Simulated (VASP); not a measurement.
## Se: single point with PBE+D3(BJ)

The system is Se.

```
CELL_PARAMETERS angstrom
2.81056 0.00000 0.00000
0.00000 2.81056 0.03513
0.00000 0.03513 2.81056
ATOMIC_POSITIONS crystal
Se 0.00000 0.00000 0.00000
```

This cell differs from its parent crystal: strain +0.0250 x Voigt [0, 0, 0, 1, 0, 0].

```
Program                : VASP 6.6.1
Task                   : single point
Functional             : PBE
Dispersion             : D3(BJ)
Potentials or basis    : VASP PAW PBE potentials, release 64 (Se)
Cutoff                 : 520 eV
k mesh                 : 16 × 16 × 16
Occupations            : gaussian, width 0.15 eV
Spin                   : no spin polarisation
Dipole correction      : no
Further INCAR settings : ALGO = Normal; EDIFF = 1e-07; NBANDS = 9
```

```yaml
Pressure: -1.3 GPa
Band_gap_on_the_k_mesh: zero (band 3 reaches 7.78 eV, above the bottom of band 4 at 1.66 eV)
Dispersion_energy_per_atom: -0.395 eV
```

Stress tensor (GPa, compression positive):
```
-1.35  0.00  0.00
 0.00 -1.35 -0.23
 0.00 -0.23 -1.35
```

Levels at points of the mesh, in eV from the Fermi level:
```csv
k point,band 1,band 2,band 3,band 4,band 5,band 6,band 7,band 8
"(0.00, 0.00, 0.00)",-16.13,1.43,1.49,1.56,7.81,7.81,8.04,22.34
"(0.50, 0.00, 0.00)",-14.00,-7.03,2.89,3.02,10.00,11.76,12.68,13.60
"(0.00, 0.50, 0.00)",-14.00,-7.03,2.94,2.95,9.98,11.71,12.69,13.65
"(0.50, 0.50, 0.00)",-11.88,-5.06,-5.06,2.92,4.26,13.51,15.86,15.95
"(0.00, 0.50, 0.50)",-11.88,-5.20,-4.91,2.93,4.27,13.56,15.73,16.03
"(0.50, 0.50, 0.50)",-9.71,-3.45,-3.32,-3.18,5.69,5.87,6.05,9.99
```

It took 34 s on 1 thread of Intel(R) Xeon(R) Platinum 8559C (Emerald Rapids), with other jobs on the host, peak memory 0.25 GiB.

Caveat: the cell differs from its parent crystal (strain +0.0250 x Voigt [0, 0, 0, 1, 0, 0]); pairwise dispersion overbinds metals, which lowers pressure and volume.
